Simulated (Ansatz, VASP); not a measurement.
# Two plane-wave programs on GaC3

```xyz
4
Lattice="3.2027 0.0041 0.0385 0.0041 3.3339 -0.0125 0.0385 -0.0125 3.2791" Properties=species:S:1:pos:R:3 pbc="T T T"
Ga    3.1662    0.0265    0.1296
C     0.0749    1.6457    1.6607
C     1.6340    3.2999    1.7530
C     1.6736    1.6383    3.2273
```

Alike in both runs: task single point; functional PBE; k mesh 5 × 5 × 5; occupations fermi-dirac, width 0.15 eV; no spin polarisation.

```csv
,VASP,Ansatz
version,VASP 6.6.1,Ansatz 0.2.0
potentials or method,"VASP PAW PBE potentials, release 64 (Ga_d, C), cutoff 520 eV","plane waves, PAW"
valence electrons in the cell,25,25
```

Ansatz gave:

| Quantity | Value |
| --- | --- |
| pressure (GPa) | 9.5 |
| traceless stress, the component that is largest in VASP (GPa) | 2.83 |
| rms of the force components (eV/Å) | 0.587 |

Q: Estimate VASP's values.

A: Pressure (GPa): 10.0; traceless stress, the component that is largest in VASP (GPa): 2.83; rms of the force components (eV/Å): 0.587.

Atom by atom the forces differ by 0.003 eV/Å (rms over components). Ansatz's warnings: stress scf threshold loose.

The k mesh is coarse, so the values compare programs but aren't converged.
